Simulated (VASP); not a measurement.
Runs of VASP 6.6.1 on Pd. The structure is that of space group Fm-3m (No. 225), or close to it. The cells are those of the table. 

```tsv
task	cell	k mesh	cutoff (eV)	gap on the mesh (eV)	pressure (GPa)	moment (μB)
single point	a = 2.810 Å, angles 60.0°, 1 atom	14 × 14 × 14	520	none	(a)	0.42
single point	a = 2.810 Å, angles 60.0°, 1 atom	22 × 22 × 22	520	none	-0.5	0.33
relaxation of cell and atoms	relaxed from a = 2.751 Å, angles 60.0°, 1 atom	14 × 14 × 14	600	none	0.0	0.42
single point	a = 2.883 Å, angles 60.0°, 1 atom	22 × 22 × 22	520	none	(b)	0.39
```

Alike in all rows: level revPBE; potentials or basis VASP PAW PBE potentials, release 64 (Pd); spin collinear; smearing fermi-dirac 0.05 eV.

Q: Estimate the missing entries.

A: (a) -0.3; (b) -9.7.

Caveats: the PAW data sets were made with another functional, which shifts forces and pressure a little; the cell stands under tension (at least some runs).

A k mesh can miss the band edges, and the runs leave out spin-orbit coupling on Pd.

A gap of «none» marks levels without a gap at the run's occupations.
